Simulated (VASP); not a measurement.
# Ag (C2/m) in VASP: single point with PBE

Aim: the single point of Ag with PBE.

Program: VASP 6.6.1. These are calculated values, not measurements. Logs are shortened: lines on timing, memory, paths and dates and some standing lists are left out, and cuts for length are marked.

### Step 1. The cell of the first run

Symmetry: C2/m, No. 12, monoclinic system. Conventional cell: a = 5.005 Å, b = 2.889 Å, c = 14.210 Å, α = 90.00°, β = 95.05°, γ = 90.00°. Ag (site symmetry m) has 13 Ag at 2.80 to 3.75 Å within 3.8 Å. Within 3.8 Å of Ag (site symmetry m) lie 12 Ag at 2.89 Å. Ag (site symmetry m) has 12 Ag at 2.89 Å within 3.8 Å.

### Step 2. Single point, PBE (the part above a cut slid along it)

INCAR

```
ALGO     = Fast           # electronic algorithm
EDIFF    = 1E-7           # SCF threshold, eV
ENCUT    = 520            # plane-wave cutoff, eV
GGA      = PE             # functional
ISIF     = 2              # what is computed and relaxed
ISMEAR   = 0              # smearing method
LASPH    = T              # aspherical terms in the spheres
LCHARG   = F              # write CHGCAR
LREAL    = F              # projectors in reciprocal space
LWAVE    = F              # write WAVECAR
NBANDS   = 42             # bands
NELM     = 60             # most SCF steps
PREC     = Accurate       # precision mode
SIGMA    = 0.15           # smearing width, eV
```

KPOINTS

```
k-points
0
Gamma
  18 18 4
```

POSCAR

```
Ag
1.0
    2.0431000000     -2.0431000000      0.0000000000
    2.0431000000      0.0000000000     -2.0431000000
   11.2370500000      6.6400750000      6.6400750000
Ag
6
Direct
    0.6041791667      0.6041791667      0.0833166667
   -0.6874875000     -0.6874875000      0.9166500000
    0.1458458333      0.1458458333      0.2499833333
    0.2291791667      0.2291791667      0.5833166667
   -0.3124875000     -0.3124875000      0.4166500000
   -0.2291541667     -0.2291541667      0.7499833333
```

Potentials or basis: VASP PAW PBE potentials, release 64 (Ag).

The run is started by

```sh
> cat potpaw_PBE.64/Ag/POTCAR > POTCAR
> mpirun -np 1 vasp_std > vasp.out
```

OUTCAR:

```text
EDIFF = 1E-7
   ENCUT = 520
   GGA = PE
   ISIF = 2
   ISMEAR = 0
   LASPH = T
   LREAL = F
   NELM = 60
   PREC = Accurate

 ion  position               nearest neighbor table
   1  0.604  0.604  0.083-   2 2.80   2 2.80   3 2.89   3 2.89   3 2.89   2 3.15
   2  0.313  0.313  0.917-   1 2.80   1 2.80   6 2.89   6 2.89   6 2.89   1 3.15
   3  0.146  0.146  0.250-   1 2.89   1 2.89   1 2.89   5 2.89   5 2.89   5 2.89
   4  0.229  0.229  0.583-   6 2.89   6 2.89   6 2.89   5 2.89   5 2.89   5 2.89
   5  0.688  0.688  0.417-   3 2.89   4 2.89   3 2.89   3 2.89   4 2.89   4 2.89
   6  0.771  0.771  0.750-   4 2.89   4 2.89   4 2.89   2 2.89   2 2.89   2 2.89

  LATTYP: Found a base centered monoclinic cell.
 ALAT       =     5.0045524935
 B/A-ratio  =     0.5773502692
 C/A-ratio  =     2.8394541729
 COS(beta)  =    -0.0880450906

  Lattice vectors:

 A1 = (   2.0431000000,  -2.0431000000,   0.0000000000)
 A2 = (   2.0431000000,   0.0000000000,  -2.0431000000)
 A3 = (   7.1508500000,   8.6831750000,   8.6831750000)

Analysis of symmetry for initial positions (statically):
=====================================================================
 Subroutine PRICEL returns:
 Original cell was already a primitive cell.

 Routine SETGRP: Setting up the symmetry group for a
 base centered monoclinic supercell.

 Subroutine GETGRP returns: Found  4 space group operations
 (whereof  2 operations were pure point group operations)
 out of a pool of  4 trial point group operations.

The static configuration has the point symmetry C_1h.
 The point group associated with its full space group is C_2h.

Analysis of symmetry for dynamics (positions and initial velocities):
=====================================================================
 Subroutine PRICEL returns:
 Original cell was already a primitive cell.

 Routine SETGRP: Setting up the symmetry group for a
 base centered monoclinic supercell.

 Subroutine GETGRP returns: Found  4 space group operations
 (whereof  2 operations were pure point group operations)
 out of a pool of  4 trial point group operations.

The dynamic configuration has the point symmetry C_1h.
 The point group associated with its full space group is C_2h.

 Subroutine INISYM returns: Found  4 space group operations
 (whereof  2 operations are pure point group operations),
 and found     1 'primitive' translations

----------------------------------------------------------------------------------------

[... 105 lines left out ...]
   NFREE  =      0    steps in history (QN), initial steepest desc. (CG)
   ISIF   =      2    stress and relaxation
   ISYM   =      2    0-nonsym 1-usesym 2-fastsym
   POTIM  = 0.5000    time-step for ionic-motion
   TEBEG  =    0.0;   TEEND  =   0.0 temperature during run
   PSTRESS=    0.0 pullay stress
   NELECT =      66.0000    total number of electrons
   NUPDOWN=      -1.0000    fix difference up-down
   EMIN   =  10.00;   EMAX   =-10.00  energy-range for DOS
   EFERMI =   0.00;   METHOD = LEGACY
   ISMEAR =     0;   SIGMA  =   0.15  broadening in eV -4-tet -1-fermi 0-gaus
   EFERMI_NEDOS =   21; number of points for ismear=-14 and -15
   IALGO  =     68    algorithm
   IMIX   =      4    mixing-type and parameters
     AMIX     =   0.40;   BMIX     =  1.00
     AMIX_MAG =   1.60;   BMIX_MAG =  1.00
  volume/ion in A,a.u.               =      17.06       115.11
  Fermi-wavevector in a.u.,A,eV,Ry     =   1.414402  2.672832 27.218893  2.000532
  Thomas-Fermi vector in A             =   2.535948
   LORBIT       =      0    0 simple, 1 ext, 2 COOP (PROOUT), +10 PAW based schemes
   GGA     = PE    functional components
   LHFCALC =     F    Hartree Fock is set to
   AEXX    =    0.0000 exact exchange contribution
   IVDW    =     0    specifies the selected vdW correction
   LEPSILON=     F    determine dielectric tensor
   LRPA    =     F    only Hartree local field effects (RPA)
 non-spin polarized calculation
 RMM-DIIS sequential band-by-band and
 Gauss-broadening in eV      SIGMA  =   0.15
  energy-cutoff  :      520.00
  volume of cell :      102.34
 maximum number of plane-waves:      2807
 NGX is ok and might be reduce to    24
   NGX = 11   NGY = 11   NGZ = 55

 number of electron      65.9999996 magnetization

 Free energy of the ion-electron system (eV)
  ---------------------------------------------------
  ext. energy  EPLUGINS =         0.00000000
  ---------------------------------------------------
  free energy    TOTEN  =       -16.22020073 eV

  energy without entropy =      -16.20452750  energy(sigma->0) =      -16.21236411

 E-fermi :   8.4379     XC(G=0): -12.2066

 val. band max:        8.4335278938   @ k =   0.3333   0.2222   0.5000
 cond. band min:       8.4425029831   @ k =  -0.1111   0.2778   0.2500
 fundamental gap:      0.0089750894
 Fermi energy:         8.4379278900

 k-point     1 :       0.0000    0.0000    0.0000
  band No.  band energies     occupation
      1       0.6603      2.00000
      2       1.4540      2.00000
      3       1.4582      2.00000
      4       2.0321      2.00000
      5       2.1464      2.00000
      6       2.1539      2.00000
[... 1069 lines left out ...]
     41      18.5324      0.00000
     42      19.3565      0.00000

 [... further k-points ...]

------------------------ aborting loop because EDIFF is reached ----------------------------------------

  FORCE on cell =-STRESS in cart. coord.  units (eV):
  Direction    XX          YY          ZZ          XY          YZ          ZX
  --------------------------------------------------------------------------------------
  -------------------------------------------------------------------------------------
  Total        2.6241979      3.1983988      3.1983988      0.1145788     -0.0341611      0.1145788
  in kB       41.0825175     50.0717861     50.0717861      1.7937623     -0.5348004      1.7937622
  external PRESSURE =      47.0753632 kB  Pullay stress =       0.0000000 kB

 VOLUME and BASIS-vectors are now :
 -----------------------------------------------------------------------------
  energy-cutoff  :      520.00
  volume of cell :      102.34
      direct lattice vectors                 reciprocal lattice vectors
     2.043100000 -2.043100000  0.000000000     0.132559999 -0.356892304  0.132559999
     2.043100000  0.000000000 -2.043100000     0.132559999  0.132559999 -0.356892304
    11.237050000  6.640075000  6.640075000     0.040787692  0.040787692  0.040787692

 POSITION                                       TOTAL-FORCE (eV/Angst)
 -----------------------------------------------------------------------------------
      3.40503     -0.68117     -0.68117         0.007313      0.119132      0.119132
     11.57743      5.44813      5.44813        -0.007313     -0.119132     -0.119132
      3.40503      1.36193      1.36193         0.005475      0.012942      0.012942
      7.49123      3.40503      3.40503        -0.000864     -0.001164     -0.001164
      7.49123      1.36193      1.36193         0.000864      0.001164      0.001164
     11.57743      3.40503      3.40503        -0.005475     -0.012942     -0.012942
 -----------------------------------------------------------------------------------
    total drift:                                0.000000      0.000000      0.000000

  FREE ENERGIE OF THE ION-ELECTRON SYSTEM (eV)
  ---------------------------------------------------
  free  energy   TOTEN  =       -16.2202007291 eV

  energy  without entropy=      -16.2045274992  energy(sigma->0) =      -16.21236411
```

OSZICAR:

```text
N       E                     dE             d eps       ncg     rms          rms(c)
DAV:   1     0.465229062456E+03    0.46523E+03   -0.34388E+04 29652   0.158E+03
DAV:   2    -0.646308911306E+01   -0.47169E+03   -0.44611E+03 29922   0.363E+02
DAV:   3    -0.176869940681E+02   -0.11224E+02   -0.11107E+02 33948   0.633E+01
DAV:   4    -0.177472143166E+02   -0.60220E-01   -0.60144E-01 32498   0.421E+00
DAV:   5    -0.177476580353E+02   -0.44372E-03   -0.44371E-03 33234   0.392E-01    0.128E+01
RMM:   6    -0.162782089961E+02    0.14694E+01   -0.45715E+00 29689   0.124E+01    0.820E+00
RMM:   7    -0.162345966091E+02    0.43612E-01   -0.21142E-01 30714   0.232E+00    0.442E+00
RMM:   8    -0.162215494027E+02    0.13047E-01   -0.21081E-02 31636   0.868E-01    0.540E-01
RMM:   9    -0.162202105259E+02    0.13389E-02   -0.21931E-03 31770   0.246E-01    0.169E-01
RMM:  10    -0.162202024445E+02    0.80814E-05   -0.80480E-04 32133   0.151E-01    0.137E-01
RMM:  11    -0.162201978431E+02    0.46013E-05   -0.13177E-04 31964   0.639E-02    0.267E-02
RMM:  12    -0.162202003059E+02   -0.24627E-05   -0.23226E-05 32555   0.244E-02    0.104E-02
RMM:  13    -0.162202001653E+02    0.14054E-06   -0.28641E-06 32219   0.895E-03    0.108E-02
RMM:  14    -0.162202015520E+02   -0.13867E-05   -0.37223E-06 31827   0.112E-02    0.713E-03
RMM:  15    -0.162202009260E+02    0.62603E-06   -0.11976E-06 31722   0.627E-03    0.347E-03
RMM:  16    -0.162202008095E+02    0.11654E-06   -0.99944E-08 18114   0.154E-03    0.233E-03
RMM:  17    -0.162202007291E+02    0.80354E-07   -0.23379E-08 16128   0.743E-04
   1 F= -.16220201E+02 E0= -.16212364E+02  d E =-.156732E-01
```

Run time: 30 min. Hardware: 1 thread of Oxide Virtual Turin-like, shared host; peak memory 0.99 GiB.

What came out:

- Free energy: -16.2202 eV
- Pressure: 4.7 GPa
- Largest force: 0.169 eV/Å
- Band gap on the k mesh: zero (bands 33 and 34 overlap by 6.39 eV)

Forces in eV/Å, atoms in the order of the input:
```
Ag   0.007  0.119  0.119
Ag  -0.007 -0.119 -0.119
Ag   0.005  0.013  0.013
Ag  -0.001 -0.001 -0.001
Ag   0.001  0.001  0.001
Ag  -0.005 -0.013 -0.013
```

Stress tensor (GPa, compression positive):
```
 4.11  0.18  0.18
 0.18  5.01 -0.05
 0.18 -0.05  5.01
```

Caveat: the cell differs from its parent crystal (the part above a cut slid along it); the cell stands under pressure.
